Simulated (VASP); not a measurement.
Here is a VASP 6.6.1 calculation.

INCAR

```
SYSTEM = Mg2CdO3
  PREC = Accurate
  ENCUT = 600
  EDIFF = 1E-6
  ISMEAR = 0
  SIGMA = 0.02
  LREAL = .FALSE.
  LASPH = .TRUE.
  NELM = 60
  ALGO = Normal
  ISIF = 3
  LWAVE = .FALSE.
  LCHARG = .FALSE.
  GGA = PE
  IBRION = 2
  NSW = 100
  EDIFFG = -0.01
```

File KPOINTS:

```
regular mesh
0
G
  12 12 4
  0 0 0
```

The input POSCAR:

```
Mg2CdO3
1.0
    3.1180994494      0.0000000000      0.0000000000
   -1.5590497247      2.7003533347      0.0000000000
    0.0000000000      0.0000000000      7.7862967287
Mg Cd O
2 1 3
Direct
    0.6666666667      0.3333333333      0.8437361650
    0.3333333333      0.6666666667      0.1562638350
    0.0000000000      0.0000000000      0.5000000000
    0.3333333333      0.6666666667      0.6949676252
    0.6666666667      0.3333333333      0.3050323748
    0.0000000000      0.0000000000      0.0000000000
```

Potentials or basis: VASP PAW PBE potentials, release 64 (Mg, Cd, O).

Command:

```bash
$ cat potpaw_PBE.64/Mg/POTCAR potpaw_PBE.64/Cd/POTCAR potpaw_PBE.64/O/POTCAR > POTCAR
$ mpirun -np 1 vasp_std > vasp.out
```

Task: What does it give for the relaxed volume?

Result: 10.91 Å³/atom.

Task: What does it give for the space group after relaxing (to 0.1 Å)?

Result: P-3m1 (No. 164).

Task: What does it give for the band gap on the k mesh?

Result: 1.91 eV (least direct gap 2.06 eV).

Final structure:
```
Mg Cd O
1.0
     3.11516    0.00000    0.00000
    -1.55758    2.69781    0.00000
     0.00000    0.00000    7.79115
Mg Cd O
2 1 3
Cartesian
  1.5576 0.8993 6.5772
  0.0000 1.7985 1.2140
  3.1152 0.0000 3.8956
  0.0000 1.7985 5.4251
  1.5576 0.8993 2.3661
  3.1152 0.0000 0.0000
```

A k mesh can miss the band edges.
